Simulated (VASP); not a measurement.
# Sn4Ge3 (P6/mmm) in VASP: further runs

The runs below take Sn4Ge3 through single point, relaxation of cell and atoms, with PBE.

Everything below comes from runs of VASP 6.6.1. Logs are shortened: lines on timing, memory, paths and dates and some standing lists are left out, and cuts for length are marked.

## 1. The cell of the first run

It takes space group P6/mmm (No. 191, hexagonal). Conventional cell: a = 5.031 Å, b = 5.031 Å, c = 8.994 Å, α = 90.00°, β = 90.00°, γ = 120.00°. Sn (site symmetry 3m) has 1 Ge at 2.88 Å and 4 Sn at 2.90 to 3.23 Å within 3.8 Å. Within 3.8 Å of Ge (site symmetry -6m2) lie 2 Sn at 2.88 Å and 6 Ge at 2.90 Å. Within 3.8 Å of Ge (site symmetry 6/mmm) lie 6 Ge at 2.90 Å.

## 2. Single point, PBE

The input, INCAR:

```
SYSTEM = Sn4Ge3
ALGO = Fast ; EDIFF = 1E-6
ENCUT = 520 ; GGA = PE
ISIF = 2 ; ISMEAR = 0
LASPH = .TRUE. ; LCHARG = .FALSE.
LREAL = .FALSE. ; LWAVE = .FALSE.
NBANDS = 58 ; NELM = 60
PREC = Accurate ; SIGMA = 0.2
```

The input, KPOINTS:

```
k-points
0
G
  4 4 2
  0 0 0
```

The input, POSCAR:

```
Sn4Ge3
1.0
    5.0312237590      0.0000000029      0.0000000000
   -2.5156118820      4.3571675859      0.0000000000
    0.0000000000      0.0000000000      8.9941254609
Sn Ge
4 3
Direct
    0.3333333333      0.6666666667      0.8203838676
    0.3333333333      0.6666666667      0.1796161324
    0.6666666667      0.3333333333      0.1796161324
    0.6666666667      0.3333333333      0.8203838676
    0.3333333333      0.6666666667      0.5000000000
    0.6666666667      0.3333333333      0.5000000000
    0.0000000000      0.0000000000      0.5000000000
```

Potentials or basis: VASP PAW PBE potentials, release 64 (Sn_d, Ge_d).

Command:

```console
$ cat potpaw_PBE.64/Sn_d/POTCAR potpaw_PBE.64/Ge_d/POTCAR > POTCAR
$ mpirun -np 1 vasp_std > vasp.out
```

OUTCAR:

```text
SYSTEM = Sn4Ge3
   EDIFF = 1E-6
   ENCUT = 520
   GGA = PE
   ISIF = 2
   ISMEAR = 0
   LASPH = .TRUE.
   LREAL = .FALSE.
   NELM = 60
   PREC = Accurate

 ion  position               nearest neighbor table
   1  0.333  0.667  0.820-   5 2.88   4 2.90   4 2.90   4 2.90   2 3.23
   2  0.333  0.667  0.180-   5 2.88   3 2.90   3 2.90   3 2.90   1 3.23
   3  0.667  0.333  0.180-   6 2.88   2 2.90   2 2.90   2 2.90   4 3.23
   4  0.667  0.333  0.820-   6 2.88   1 2.90   1 2.90   1 2.90   3 3.23
   5  0.333  0.667  0.500-   1 2.88   2 2.88   6 2.90   7 2.90   6 2.90   7 2.90   7 2.90   6 2.90

   6  0.667  0.333  0.500-   3 2.88   4 2.88   5 2.90   7 2.90   5 2.90   7 2.90   7 2.90   5 2.90

   7  0.000  0.000  0.500-   5 2.90   6 2.90   5 2.90   6 2.90   6 2.90   5 2.90

  LATTYP: Found a hexagonal cell.
 ALAT       =     5.0312237590
 C/A-ratio  =     1.7876615893

  Lattice vectors:

 A1 = (   5.0312237590,   0.0000000029,   0.0000000000)
 A2 = (  -2.5156118820,   4.3571675859,   0.0000000000)
 A3 = (   0.0000000000,   0.0000000000,   8.9941254609)

Analysis of symmetry for initial positions (statically):
=====================================================================
 Subroutine PRICEL returns:
 Original cell was already a primitive cell.

 Routine SETGRP: Setting up the symmetry group for a
 hexagonal supercell.

 Subroutine GETGRP returns: Found 24 space group operations
 (whereof 24 operations were pure point group operations)
 out of a pool of 24 trial point group operations.

The static configuration has the point symmetry D_6h.

Analysis of symmetry for dynamics (positions and initial velocities):
=====================================================================
 Subroutine PRICEL returns:
 Original cell was already a primitive cell.

 Routine SETGRP: Setting up the symmetry group for a
 hexagonal supercell.

 Subroutine GETGRP returns: Found 24 space group operations
 (whereof 24 operations were pure point group operations)
 out of a pool of 24 trial point group operations.

The dynamic configuration has the point symmetry D_6h.

 Subroutine INISYM returns: Found 24 space group operations
 (whereof 24 operations are pure point group operations),
 and found     1 'primitive' translations

[... 89 lines left out ...]
   EDIFFG = 0.1E-04   stopping-criterion for IOM
   NSW    =      0    number of steps for IOM
   IBRION =     -1    ionic relax: 0-MD 1-quasi-New 2-CG
   NFREE  =      0    steps in history (QN), initial steepest desc. (CG)
   ISIF   =      2    stress and relaxation
   ISYM   =      2    0-nonsym 1-usesym 2-fastsym
   POTIM  = 0.5000    time-step for ionic-motion
   TEBEG  =    0.0;   TEEND  =   0.0 temperature during run
   PSTRESS=    0.0 pullay stress
   NELECT =      98.0000    total number of electrons
   NUPDOWN=      -1.0000    fix difference up-down
   EMIN   =  10.00;   EMAX   =-10.00  energy-range for DOS
   EFERMI =   0.00;   METHOD = LEGACY
   ISMEAR =     0;   SIGMA  =   0.20  broadening in eV -4-tet -1-fermi 0-gaus
   EFERMI_NEDOS =   21; number of points for ismear=-14 and -15
   IALGO  =     68    algorithm
   IMIX   =      4    mixing-type and parameters
     AMIX     =   0.40;   BMIX     =  1.00
     AMIX_MAG =   1.60;   BMIX_MAG =  1.00
  volume/ion in A,a.u.               =      28.17       190.08
  Fermi-wavevector in a.u.,A,eV,Ry     =   1.296795  2.450587 22.880600  1.681677
  Thomas-Fermi vector in A             =   2.428228
   LORBIT       =      0    0 simple, 1 ext, 2 COOP (PROOUT), +10 PAW based schemes
   GGA     = PE    functional components
   LHFCALC =     F    Hartree Fock is set to
   AEXX    =    0.0000 exact exchange contribution
   IVDW    =     0    specifies the selected vdW correction
   LEPSILON=     F    determine dielectric tensor
   LRPA    =     F    only Hartree local field effects (RPA)
 non-spin polarized calculation
 RMM-DIIS sequential band-by-band and
 Gauss-broadening in eV      SIGMA  =   0.20
  energy-cutoff  :      520.00
  volume of cell :      197.17
 maximum number of plane-waves:      5338
 NGX is ok and might be reduce to    40
   NGX = 19   NGY = 19   NGZ = 33

 number of electron      98.0000005 magnetization

 Free energy of the ion-electron system (eV)
  ---------------------------------------------------
  ext. energy  EPLUGINS =         0.00000000
  ---------------------------------------------------
  free energy    TOTEN  =       -27.48020208 eV

  energy without entropy =      -27.40954074  energy(sigma->0) =      -27.44487141

 E-fermi :   5.5636     XC(G=0):  -9.6042

 val. band max:        5.5564403516   @ k =   0.2500   0.0000   0.0000
 cond. band min:       5.5748462956   @ k =   0.0000   0.0000   0.5000
 fundamental gap:      0.0184059440
 Fermi energy:         5.5636173648

 k-point     1 :       0.0000    0.0000    0.0000
  band No.  band energies     occupation
      1     -19.4718      2.00000
      2     -19.4517      2.00000
      3     -19.4517      2.00000
      4     -19.4229      2.00000
      5     -19.4229      2.00000
      6     -19.1185      2.00000
[... 477 lines left out ...]
     57       9.5845      0.00000
     58      10.1511      0.00000

------------------------ aborting loop because EDIFF is reached ----------------------------------------

  FORCE on cell =-STRESS in cart. coord.  units (eV):
  Direction    XX          YY          ZZ          XY          YZ          ZX
  --------------------------------------------------------------------------------------
  -------------------------------------------------------------------------------------
  Total       -0.0752358     -0.0752358      0.7020036     -0.0000000      0.0000000     -0.0000000
  in kB       -0.6113618     -0.6113618      5.7044405     -0.0000000      0.0000000     -0.0000000
  external PRESSURE =       1.4939056 kB  Pullay stress =       0.0000000 kB

 VOLUME and BASIS-vectors are now :
 -----------------------------------------------------------------------------
  energy-cutoff  :      520.00
  volume of cell :      197.17
      direct lattice vectors                 reciprocal lattice vectors
     5.031223759  0.000000003  0.000000000     0.198758801  0.114753447  0.000000000
    -2.515611882  4.357167586  0.000000000    -0.000000000  0.229506894  0.000000000
     0.000000000  0.000000000  8.994125461     0.000000000  0.000000000  0.111183684

 POSITION                                       TOTAL-FORCE (eV/Angst)
 -----------------------------------------------------------------------------------
     -0.00000      2.90478      7.37864        -0.000000     -0.000000     -0.009370
     -0.00000      2.90478      1.61549        -0.000000     -0.000000      0.009370
      2.51561      1.45239      1.61549         0.000000      0.000000      0.009370
      2.51561      1.45239      7.37864         0.000000      0.000000     -0.009370
     -0.00000      2.90478      4.49706         0.000000     -0.000000     -0.000000
      2.51561      1.45239      4.49706        -0.000000      0.000000     -0.000000
      0.00000      0.00000      4.49706         0.000000     -0.000000     -0.000000
 -----------------------------------------------------------------------------------
    total drift:                               -0.000000     -0.000000      0.000000

  FREE ENERGIE OF THE ION-ELECTRON SYSTEM (eV)
  ---------------------------------------------------
  free  energy   TOTEN  =       -27.4802020786 eV

  energy  without entropy=      -27.4095407397  energy(sigma->0) =      -27.44487141
```

OSZICAR:

```text
N       E                     dE             d eps       ncg     rms          rms(c)
DAV:   1     0.113670041680E+04    0.11367E+04   -0.47597E+04  1068   0.356E+03
DAV:   2     0.225045823162E+03   -0.91165E+03   -0.88775E+03   928   0.957E+02
DAV:   3    -0.562841573638E+01   -0.23067E+03   -0.22553E+03   954   0.288E+02
DAV:   4    -0.269547616739E+02   -0.21326E+02   -0.20811E+02  1076   0.955E+01
[... 10 lines left out ...]
RMM:  15    -0.274801954121E+02   -0.65839E-05   -0.76549E-05  1098   0.331E-02    0.479E-03
RMM:  16    -0.274801983568E+02   -0.29447E-05   -0.44939E-05   997   0.215E-02    0.135E-03
RMM:  17    -0.274802003197E+02   -0.19628E-05   -0.20097E-05   970   0.146E-02    0.230E-03
RMM:  18    -0.274802013518E+02   -0.10321E-05   -0.11167E-05   892   0.104E-02    0.267E-03
RMM:  19    -0.274802020786E+02   -0.72689E-06   -0.54935E-06   840   0.766E-03
   1 F= -.27480202E+02 E0= -.27444871E+02  d E =-.706613E-01
```

Run time: 2.9 min. Hardware: 1 thread of Intel Xeon Platinum 8259CL at 2.50GHz (Skylake/Cascade Lake), shared host; peak memory 0.36 GiB.

Results:

```yaml
Free_energy: -27.4802 eV
Pressure: 0.1 GPa
Largest_force: 0.009 eV/Å
Band_gap_on_the_k_mesh: zero (band 49 reaches 6.34 eV, above the bottom of band 50 at 4.78 eV)
```

Forces on the atoms (eV/Å):
```
Sn   0.000  0.000 -0.009
Sn   0.000  0.000  0.009
Sn   0.000  0.000  0.009
Sn   0.000  0.000 -0.009
Ge   0.000  0.000  0.000
Ge   0.000  0.000  0.000
Ge   0.000  0.000  0.000
```

Levels at points of the mesh, in eV from the Fermi level:
```tsv
k point	band 46	band 47	band 48	band 49	band 50	band 51	band 52	band 53
(0.00, 0.00, 0.00)	-2.18	-2.18	-1.81	-0.78	-0.78	-0.63	-0.63	1.52
(0.50, 0.00, 0.00)	-1.22	-0.85	-0.74	-0.38	-0.35	0.71	1.69	1.83
(0.00, 0.00, 0.50)	-2.18	-1.49	-1.49	-1.24	0.01	0.09	0.09	0.88
(0.50, 0.00, 0.50)	-2.22	-1.11	-1.05	0.77	1.17	1.51	2.07	3.22
```

Caveat: the k points lie up to 0.36 Å⁻¹ apart; spin-orbit coupling is left out, which moves the levels of the heavy elements.

## 3. Relaxation of cell and atoms, PBE

This run uses another cell than the first one, of 24.63 Å³/atom, 0.875 times its volume.

The input, INCAR:

```
PREC = Accurate
ENCUT = 500
EDIFF = 1E-7
ISMEAR = 0
SIGMA = 0.1
LREAL = F
LASPH = T
NELM = 120
ALGO = Normal
ISIF = 3
LWAVE = F
LCHARG = F
GGA = PE
IBRION = 2
NSW = 100
EDIFFG = -0.01
GGA_COMPAT = F
NELMIN = 4
```

The input, KPOINTS:

```
Automatic mesh
0
Gamma
  6 6 6
```

The input, POSCAR:

```
Sn4Ge3
1.0
    5.7266322443      0.0000000000      0.0000000000
   -2.8633161221      4.9594090017      0.0000000000
    0.0000000000      0.0000000000      6.0717099435
Sn Ge
4 3
Direct
    0.0000000000      0.0000000000      0.2494203889
    0.0000000000      0.0000000000      0.7505796111
    0.3333333333      0.6666666667      0.5000000000
    0.6666666667      0.3333333333      0.5000000000
    0.0000000000      0.5000000000      0.0000000000
    0.5000000000      0.0000000000      0.0000000000
    0.5000000000      0.5000000000      0.0000000000
```

Potentials or basis: VASP PAW PBE potentials, release 64 (Sn_d, Ge_d).

Command:

```console
$ cat potpaw_PBE.64/Sn_d/POTCAR potpaw_PBE.64/Ge_d/POTCAR > POTCAR
$ mpirun -np 1 vasp_std > vasp.out
```

Wall time 13 min (1 thread of Intel Xeon 6975P-C (Granite Rapids), shared host); peak memory 0.41 GiB.

The run converged. Its results:

```yaml
Free_energy: -27.4007 eV
Relaxed_volume: 24.65 Å³/atom
Relaxed_cell: a = 5.791 Å, b = 5.791 Å, c = 5.942 Å, α = 90.00°, β = 90.00°, γ = 120.00°
Space_group_after_relaxing_to_0.05_Å: P6/mmm (No. 191)
Energy_gained_by_relaxing: 3.1 meV/atom
Ionic_steps: 9
Pressure_after_relaxing: 0.0 GPa
Band_gap_on_the_k_mesh: zero (band 49 reaches 8.30 eV, above the bottom of band 50 at 5.78 eV)
```

Forces on the atoms (eV/Å):
```
Sn   0.000  0.000 -0.003
Sn   0.000  0.000  0.003
Sn   0.000  0.000  0.000
Sn   0.000  0.000  0.000
Ge   0.000  0.000  0.000
Ge   0.000  0.000  0.000
Ge   0.000  0.000  0.000
```

Step by step:
| step | energy change (eV) | largest force (eV/Å) | pressure (GPa) | volume (Å³) |
| --- | --- | --- | --- | --- |
| 1 | 0.0000 | 0.1826 | 0.03 | 172.44 |
| 2 | -0.0093 | 0.0707 | -0.05 | 172.57 |
| 3 | -0.0170 | 0.2288 | -0.17 | 172.85 |
| 4 | -0.0178 | 0.1230 | -0.13 | 172.77 |
| 5 | -0.0180 | 0.1492 | -0.14 | 172.79 |
| 6 | -0.0207 | 0.1150 | 0.11 | 172.13 |
| 7 | -0.0207 | 0.1168 | 0.09 | 172.16 |
| 8 | -0.0219 | 0.0178 | -0.01 | 172.51 |
| 9 | -0.0219 | 0.0026 | -0.01 | 172.57 |

Final structure:
```
CELL_PARAMETERS angstrom
5.79103 0.00000 0.00000
-2.89551 5.01518 0.00000
0.00000 0.00000 5.94190
ATOMIC_POSITIONS crystal
Sn 0.00000 0.00000 0.25099
Sn 0.00000 0.00000 0.74901
Sn 0.33333 0.66667 0.50000
Sn 0.66667 0.33333 0.50000
Ge 0.00000 0.50000 0.00000
Ge 0.50000 0.00000 0.00000
Ge 0.50000 0.50000 0.00000
```

Levels at points of the mesh, in eV from the Fermi level:
| k point | band 47 | band 48 | band 49 | band 50 | band 51 | band 52 |
| --- | --- | --- | --- | --- | --- | --- |
| (0.00, 0.00, 0.00) | -1.74 | -1.04 | -1.04 | 0.50 | 0.50 | 0.60 |
| (0.50, 0.00, 0.00) | -1.45 | -0.82 | -0.69 | -0.29 | 0.17 | 1.79 |
| (0.00, 0.00, 0.50) | -2.43 | -1.78 | -1.78 | -1.12 | -0.65 | 3.24 |
| (0.50, 0.00, 0.50) | 0.17 | 0.31 | 0.45 | 0.46 | 0.63 | 1.06 |

Caveat: spin-orbit coupling is left out, which moves the levels of the heavy elements.
